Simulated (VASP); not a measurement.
# LiH in VASP: a series of runs, part 2 of 2

VASP 6.6.1. Earlier steps stand in the parts before.

### Step 3. Single point, r2SCAN

The input, POSCAR:

```
LiH
1.0
    0.0000000000      2.0123389126      2.0123389126
    2.0123389126      0.0000000000      2.0123389126
    2.0123389126      2.0123389126      0.0000000000
Li H
1 1
Direct
    0.0000000000      0.0000000000      0.0000000000
    0.5000000000      0.5000000000      0.5000000000
```

The input, INCAR.step1:

```
  PREC = Accurate
  ENCUT = 830
  ISMEAR = 0
  SIGMA = 0.01
  LREAL = F
  LASPH = T
  NELM = 120
  NBANDS = 9
  GGA = PE
  ALGO = Normal
  EDIFF = 1E-5
  LWAVE = T
  LCHARG = F
  GGA_COMPAT = F
```

The input, INCAR.step2:

```
  PREC = Accurate
  ENCUT = 830
  EDIFF = 1E-6
  ISMEAR = 0
  SIGMA = 0.01
  LREAL = F
  LASPH = T
  NELM = 120
  ALGO = Normal
  ISIF = 2
  LWAVE = F
  LCHARG = F
  METAGGA = R2SCAN
  LMIXTAU = T
  NBANDS = 9
  ISTART = 1
  GGA_COMPAT = F
```

The input, KPOINTS:

```
Automatic mesh
0
Gamma
  10 10 10
```

Potentials or basis: VASP PAW PBE potentials, release 64 (Li_sv, H).

Command:

```bash
$ cat potpaw_PBE.64/Li_sv/POTCAR potpaw_PBE.64/H/POTCAR > POTCAR
$ cp INCAR.step1 INCAR
$ mpirun -np 1 vasp_std > vasp.out
$ cp INCAR.step2 INCAR
$ mpirun -np 1 vasp_std > vasp.out
```

OUTCAR:

```text
PREC = Accurate
   ENCUT = 830
   EDIFF = 1E-6
   ISMEAR = 0
   LREAL = F
   LASPH = T
   NELM = 120
   ISIF = 2
   METAGGA = R2SCAN
   ISTART = 1

 ion  position               nearest neighbor table
   1  0.000  0.000  0.000-
   2  0.500  0.500  0.500-

  LATTYP: Found a face centered cubic cell.
 ALAT       =     4.0246778252

  Lattice vectors:

 A1 = (   0.0000000000,   2.0123389126,   2.0123389126)
 A2 = (   2.0123389126,   0.0000000000,   2.0123389126)
 A3 = (   2.0123389126,   2.0123389126,   0.0000000000)

Analysis of symmetry for initial positions (statically):
=====================================================================
 Subroutine PRICEL returns:
 Original cell was already a primitive cell.

 Routine SETGRP: Setting up the symmetry group for a
 face centered cubic supercell.

 Subroutine GETGRP returns: Found 48 space group operations
 (whereof 48 operations were pure point group operations)
 out of a pool of 48 trial point group operations.

The static configuration has the point symmetry O_h .

Analysis of symmetry for dynamics (positions and initial velocities):
=====================================================================
 Subroutine PRICEL returns:
 Original cell was already a primitive cell.

 Routine SETGRP: Setting up the symmetry group for a
 face centered cubic supercell.

 Subroutine GETGRP returns: Found 48 space group operations
 (whereof 48 operations were pure point group operations)
 out of a pool of 48 trial point group operations.

The dynamic configuration has the point symmetry O_h .

 Subroutine INISYM returns: Found 48 space group operations
 (whereof 48 operations are pure point group operations),
 and found     1 'primitive' translations

----------------------------------------------------------------------------------------

                                     Primitive cell

[... 113 lines left out ...]
  Thomas-Fermi vector in A             =   2.158800
   LORBIT       =      0    0 simple, 1 ext, 2 COOP (PROOUT), +10 PAW based schemes
   METAGGA = R2SCAN    functional components
   LHFCALC =     F    Hartree Fock is set to
   AEXX    =    0.0000 exact exchange contribution
   IVDW    =     0    specifies the selected vdW correction
   LEPSILON=     F    determine dielectric tensor
   LRPA    =     F    only Hartree local field effects (RPA)
 non-spin polarized calculation
 Gauss-broadening in eV      SIGMA  =   0.01
  energy-cutoff  :      830.00
  volume of cell :       16.30
 maximum number of plane-waves:       903
   NGX = 13   NGY = 13   NGZ = 13

 number of electron       4.0000000 magnetization

 Free energy of the ion-electron system (eV)
  ---------------------------------------------------
  ext. energy  EPLUGINS =         0.00000000
  ---------------------------------------------------
  free energy    TOTEN  =        -6.81860976 eV

  energy without entropy =       -6.81860976  energy(sigma->0) =       -6.81860976

 E-fermi :   0.0530     XC(G=0):  -8.7862

 val. band max:       -0.2458599555   @ k =   0.5000   0.5000   0.0000
 cond. band min:       3.3363015634   @ k =   0.5000   0.5000   0.0000
 fundamental gap:      3.5821615189
 Fermi energy:         0.0529840814

 k-point     1 :       0.0000    0.0000    0.0000
  band No.  band energies     occupation
      1     -45.9786      2.00000
      2      -5.6563      2.00000
      3      17.2027      0.00000
      4      18.9959      0.00000
      5      18.9959      0.00000
      6      18.9960      0.00000
      7      23.4222      0.00000
      8      23.4222      0.00000
      9      23.4222      0.00000
[... 265 lines left out ...]
 k-point    24 :       0.4000    0.3000    0.0000
  band No.  band energies     occupation
      1     -45.9338      2.00000
      2      -2.4935      2.00000
      3       7.0581      0.00000
      4      11.0865      0.00000
      5      12.4533      0.00000
      6      17.1154      0.00000
      7      18.9151      0.00000
      8      30.7352      0.00000
      9      31.4073      0.00000

 [... further k-points ...]

------------------------ aborting loop because EDIFF is reached ----------------------------------------

  FORCE on cell =-STRESS in cart. coord.  units (eV):
  Direction    XX          YY          ZZ          XY          YZ          ZX
  --------------------------------------------------------------------------------------
  -------------------------------------------------------------------------------------
  Total       -0.0383206     -0.0383206     -0.0383206      0.0000000     -0.0000000     -0.0000000
  in kB       -3.7671209     -3.7671209     -3.7671209      0.0000000     -0.0000000     -0.0000000
  external PRESSURE =      -3.7671209 kB  Pullay stress =       0.0000000 kB

 VOLUME and BASIS-vectors are now :
 -----------------------------------------------------------------------------
  energy-cutoff  :      830.00
  volume of cell :       16.30
      direct lattice vectors                 reciprocal lattice vectors
     0.000000000  2.012338913  2.012338913    -0.248467093  0.248467093  0.248467093
     2.012338913  0.000000000  2.012338913     0.248467093 -0.248467093  0.248467093
     2.012338913  2.012338913  0.000000000     0.248467093  0.248467093 -0.248467093

 POSITION                                       TOTAL-FORCE (eV/Angst)
 -----------------------------------------------------------------------------------
      0.00000      0.00000      0.00000        -0.000000      0.000000     -0.000000
      2.01234      2.01234      2.01234         0.000000      0.000000      0.000000
 -----------------------------------------------------------------------------------
    total drift:                                0.000000      0.000000      0.000000

  FREE ENERGIE OF THE ION-ELECTRON SYSTEM (eV)
  ---------------------------------------------------
  free  energy   TOTEN  =        -6.8186097607 eV

  energy  without entropy=       -6.8186097607  energy(sigma->0) =       -6.81860976
```

OUTCAR.step1:

```text
PREC = Accurate
   ENCUT = 830
   ISMEAR = 0
   LREAL = F
   LASPH = T
[... 508 lines left out ...]
 -----------------------------------------------------------------------------------
      0.00000      0.00000      0.00000        -0.000000     -0.000000     -0.000000
      2.01234      2.01234      2.01234         0.000000      0.000000      0.000000
 -----------------------------------------------------------------------------------
    total drift:                                0.000000      0.000000      0.000000

  FREE ENERGIE OF THE ION-ELECTRON SYSTEM (eV)
  ---------------------------------------------------
  free  energy   TOTEN  =        -6.1265453208 eV

  energy  without entropy=       -6.1265453208  energy(sigma->0) =       -6.12654532
```

OSZICAR.step1:

```text
N       E                     dE             d eps       ncg     rms          rms(c)
DAV:   1     0.831410730920E+00    0.83141E+00   -0.19632E+03   846   0.564E+02
DAV:   2    -0.625142666359E+01   -0.70828E+01   -0.70315E+01  1255   0.731E+01
DAV:   3    -0.636791730711E+01   -0.11649E+00   -0.11645E+00  1044   0.788E+00
DAV:   4    -0.636866531892E+01   -0.74801E-03   -0.74792E-03  1157   0.572E-01
DAV:   5    -0.636866897651E+01   -0.36576E-05   -0.36573E-05  1046   0.311E-02    0.288E+00
DAV:   6    -0.618566889723E+01    0.18300E+00   -0.15030E-01   937   0.121E+00    0.144E+00
DAV:   7    -0.612474841879E+01    0.60920E-01   -0.19215E-01   993   0.157E+00    0.217E-01
DAV:   8    -0.612659056877E+01   -0.18421E-02   -0.45344E-03  1027   0.464E-01    0.411E-02
DAV:   9    -0.612654683154E+01    0.43737E-04   -0.14163E-04  1102   0.488E-02    0.775E-03
DAV:  10    -0.612654532081E+01    0.15107E-05   -0.59181E-06   806   0.177E-02
   1 F= -.61265453E+01 E0= -.61265453E+01  d E =-.426409E-47
```

It took 22 s on 1 thread of Intel Xeon 6975P-C (Granite Rapids), shared host; peak memory 0.16 GiB.

What came out:

- Free energy: -6.8186 eV
- Pressure: -0.4 GPa
- Band gap on the k mesh: 3.58 eV

Caveat: the PAW data sets were made with another functional, which shifts forces and pressure a little. A k mesh can miss the band edges.

### Step 4. Single point, r2SCAN (z stretched by -0.5 %, x and y held)

The input, POSCAR:

```
LiH
1.0
    0.0000000000      2.0023272762      1.9923156398
    2.0023272762      0.0000000000      1.9923156398
    2.0023272762      2.0023272762      0.0000000000
Li H
1 1
Direct
    0.0000000000      0.0000000000      0.0000000000
    0.5000000000      0.5000000000      0.5000000000
```

The input, INCAR.step1:

```
ALGO = Normal ; EDIFF = 1E-5
ENCUT = 830 ; GGA = PE
GGA_COMPAT = F ; ISMEAR = 0
LASPH = T ; LCHARG = F
LREAL = F ; LWAVE = T
NBANDS = 9 ; NELM = 120
PREC = Accurate ; SIGMA = 0.01
```

The input, INCAR.step2:

```
ALGO = Normal ; EDIFF = 1E-6
ENCUT = 830 ; GGA_COMPAT = F
ISIF = 2 ; ISMEAR = 0
ISTART = 1 ; LASPH = T
LCHARG = F ; LMIXTAU = T
LREAL = F ; LWAVE = F
METAGGA = R2SCAN ; NBANDS = 9
NELM = 120 ; PREC = Accurate
SIGMA = 0.01
```

The input, KPOINTS:

```
k-points
0
Gamma
  10 10 10
```

Command:

```bash
$ cat potpaw_PBE.64/Li_sv/POTCAR potpaw_PBE.64/H/POTCAR > POTCAR
$ cp INCAR.step1 INCAR
$ mpirun -np 1 vasp_std > vasp.out
$ cp INCAR.step2 INCAR
$ mpirun -np 1 vasp_std > vasp.out
```

Wall time 50 s (1 thread of Intel Xeon 6975P-C (Granite Rapids), shared host); peak memory 0.17 GiB.

Results (log left out):

- Free energy: -6.8188 eV
- Pressure: 0.1 GPa
- Band gap on the k mesh: 3.52 eV (least direct gap 3.56 eV)

Stress tensor (GPa, compression positive):
```
0.03 0.00 0.00
0.00 0.03 0.00
0.00 0.00 0.35
```

Levels at points of the mesh, in eV from the valence-band top:
| k point | band 1 | band 2 | band 3 | band 4 | band 5 | band 6 | band 7 |
| --- | --- | --- | --- | --- | --- | --- | --- |
| (0.00, 0.00, 0.00) | -45.74 | -5.51 | 17.70 | 19.40 | 19.45 | 19.45 | 23.89 |
| (0.50, 0.00, 0.00) | -45.69 | -2.69 | 5.66 | 14.98 | 18.13 | 18.24 | 19.81 |
| (0.50, 0.50, 0.00) | -45.68 | 0.00 | 3.60 | 11.69 | 11.69 | 15.01 | 19.22 |
| (0.50, 0.00, 0.50) | -45.68 | -0.04 | 3.52 | 11.75 | 11.80 | 15.09 | 19.26 |

Caveat: the cell differs from its parent crystal (z stretched by -0.5 %, x and y held); the PAW data sets were made with another functional, which shifts forces and pressure a little. A k mesh can miss the band edges.

### Step 5. Single point, r2SCAN (z stretched by +0.5 %, x and y held)

The input, POSCAR:

```
LiH
1.0
    0.0000000000      2.0023272762      2.0123389126
    2.0023272762      0.0000000000      2.0123389126
    2.0023272762      2.0023272762      0.0000000000
Li H
1 1
Direct
    0.0000000000      0.0000000000      0.0000000000
    0.5000000000      0.5000000000      0.5000000000
```

The input, INCAR.step1:

```
PREC     = Accurate       # precision mode
ENCUT    = 830            # plane-wave cutoff, eV
ISMEAR   = 0              # smearing method
SIGMA    = 0.01           # smearing width, eV
LREAL    = F              # projectors in reciprocal space
LASPH    = T              # aspherical terms in the spheres
NELM     = 120            # most SCF steps
NBANDS   = 9              # bands
GGA      = PE             # functional
ALGO     = Normal         # electronic algorithm
EDIFF    = 1E-5           # SCF threshold, eV
LWAVE    = T              # write WAVECAR
LCHARG   = F              # write CHGCAR
GGA_COMPAT= F
```

The input, INCAR.step2:

```
PREC     = Accurate       # precision mode
ENCUT    = 830            # plane-wave cutoff, eV
EDIFF    = 1E-6           # SCF threshold, eV
ISMEAR   = 0              # smearing method
SIGMA    = 0.01           # smearing width, eV
LREAL    = F              # projectors in reciprocal space
LASPH    = T              # aspherical terms in the spheres
NELM     = 120            # most SCF steps
ALGO     = Normal         # electronic algorithm
ISIF     = 2              # what is computed and relaxed
LWAVE    = F              # write WAVECAR
LCHARG   = F              # write CHGCAR
METAGGA  = R2SCAN         # meta-GGA
LMIXTAU  = T            
NBANDS   = 9              # bands
ISTART   = 1            
GGA_COMPAT= F
```

The input, KPOINTS:

```
regular mesh
0
Gamma
  10 10 10
```

Command:

```bash
$ cat potpaw_PBE.64/Li_sv/POTCAR potpaw_PBE.64/H/POTCAR > POTCAR
$ cp INCAR.step1 INCAR
$ mpirun -np 1 vasp_std > vasp.out
$ cp INCAR.step2 INCAR
$ mpirun -np 1 vasp_std > vasp.out
```

Run time: 54 s. Hardware: 1 thread of Intel Xeon 6975P-C (Granite Rapids), shared host; peak memory 0.17 GiB.

Results (log left out):

```
Free energy            : -6.8189 eV
Pressure               : -0.2 GPa
Band gap on the k mesh : 3.52 eV (least direct gap 3.56 eV)
```

Stress tensor (GPa, compression positive):
```
-0.06  0.00  0.00
 0.00 -0.06  0.00
 0.00  0.00 -0.33
```

Levels at points of the mesh, in eV from the valence-band top:
```
           k point  band 1  band 2  band 3  band 4  band 5  band 6
(0.00, 0.00, 0.00)  -45.73   -5.46   17.57   19.32   19.32   19.37
(0.50, 0.00, 0.00)  -45.69   -2.65    5.64   14.90   18.05   18.15
(0.50, 0.50, 0.00)  -45.67   -0.04    3.52   11.76   11.76   15.07
(0.50, 0.00, 0.50)  -45.67    0.00    3.59   11.66   11.70   14.99
```

Caveat: the cell differs from its parent crystal (z stretched by +0.5 %, x and y held); the PAW data sets were made with another functional, which shifts forces and pressure a little. A k mesh can miss the band edges.

### Step 6. Summary

| cell | gap on the mesh (eV) | pressure (GPa) |
| --- | --- | --- |
| a = 2.846 Å, angles 60.0°, 2 atoms | 3.58 | -0.4 |
| a = 2.825, b = 2.825, c = 2.832 Å, angles 59.9, 59.9, 60.2°, 2 atoms | 3.52 | 0.1 |
| a = 2.839, b = 2.839, c = 2.832 Å, angles 60.1, 60.1, 59.8°, 2 atoms | 3.52 | -0.2 |

Alike in all rows: task single point; level r2SCAN; potentials or basis VASP PAW PBE potentials, release 64 (Li_sv, H); no spin polarisation; k mesh 10 × 10 × 10; cutoff (eV) 830; smearing gaussian 0.01 eV.

Caveats: the PAW data sets were made with another functional, which shifts forces and pressure a little.

Total energies depend on the potentials used, so only differences within one code and one set of settings carry meaning.
